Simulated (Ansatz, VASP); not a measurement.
# Two plane-wave programs on RbBr

The input INCAR:

```
ALGO = Normal
EDIFF = 1E-6
ENCUT = 520
GGA = PS
ISIF = 2
ISMEAR = 0
LASPH = T
LCHARG = T
LELF = T
LREAL = F
LVHAR = T
LWAVE = F
NBANDS = 15
NELM = 60
PREC = Accurate
SIGMA = 0.01
```

Contents of KPOINTS:

```
k-points
0
Gamma
  6 6 6
```

The input POSCAR:

```
RbBr
1.0
    0.0000000000      3.3992542287      3.3992542287
    3.3992542287      0.0000000000      3.3992542287
    3.3992542287      3.3992542287      0.0000000000
Rb Br
1 1
Direct
    0.0000000000      0.0000000000      0.0000000000
    0.5000000000      0.5000000000      0.5000000000
```

Input for Ansatz:

```yaml
crystal:
  lattice:
    - [0.0, 3.3992542287, 3.3992542287]
    - [3.3992542287, 0.0, 3.3992542287]
    - [3.3992542287, 3.3992542287, 0.0]
  atoms:
    - { symbol: Rb, position: [0.0, 0.0, 0.0] }
    - { symbol: Br, position: [0.5, 0.5, 0.5] }
basis:
  ecutwfc: 420
kpoints:
  mp_grid: { grid: [6, 6, 6] }
hamiltonian:
  xc: pbesol
scf:
  occupations: { method: fixed }
output:
  forces: true
  stress: true
  eigenvalues: true
  write_density: true
  write_potential: true
  elf: true
  volumetric_format: npy
```

Alike in both runs: task single point; functional PBEsol; k mesh 6 × 6 × 6; no spin polarisation.

|  | VASP | Ansatz |
| --- | --- | --- |
| version | VASP 6.6.1 | Ansatz 0.2.0 |
| potentials or method | VASP PAW PBE potentials, release 64 (Rb_sv, Br), cutoff 520 eV | scalar-relativistic, plane waves, PAW |
| occupations | gaussian, width 0.01 eV | fixed |
| valence electrons in the cell | 16 | 16 |

```csv
,VASP,Ansatz,Ansatz less VASP
gap on the k mesh at the Fermi level (eV),4.27,4.27,+0.003
least direct gap on the mesh (eV),4.27,4.27,+0.003
pressure (GPa),0.3,0.3,-0.04
```

VASP's potentials were made for PBE, not for PBEsol.
